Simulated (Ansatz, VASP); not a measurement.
## MgZr2N in VASP and in Ansatz

```
Mg Zr N
1.0
     2.69261    1.55458    3.49823
    -2.69261    1.55458    3.49823
     0.00000   -3.10916    3.49823
Mg Zr N
1 2 1
Direct
  0.50000 0.50000 0.50000
  0.81401 0.81401 0.81401
  0.18599 0.18599 0.18599
  0.00000 0.00000 0.00000
```

Alike in both runs: task single point; functional PBE; k mesh 6 × 6 × 6; occupations gaussian, width 0.1 eV; collinear spin.

|  | VASP | Ansatz |
| --- | --- | --- |
| version | VASP 6.6.1 | Ansatz 0.2.0 |
| potentials or method | VASP PAW PBE potentials, release 64 (Mg_sv, Zr_sv, N), cutoff 840 eV | scalar-relativistic, plane waves, PAW |
| valence electrons in the cell | 39 | 39 |

|  | VASP | Ansatz | Ansatz less VASP |
| --- | --- | --- | --- |
| gap on the k mesh at the Fermi level (eV) | none | none | - |
| pressure (GPa) | 0.0 | 0.0 | -0.01 |
| traceless stress, the component that is largest in VASP (GPa) | -0.11 | -0.29 | -0.173 |
| rms of the force components (eV/Å) | 0.013 | 0.002 | -0.0111 |
| net moment per atom (μB) | 0.00 | 0.00 | 0.000 |

Atom by atom the forces differ by 0.015 eV/Å (rms over components). A gap of «none» marks a metal or a gap that the smearing closes. Ansatz's warnings: seeded moment not kept.
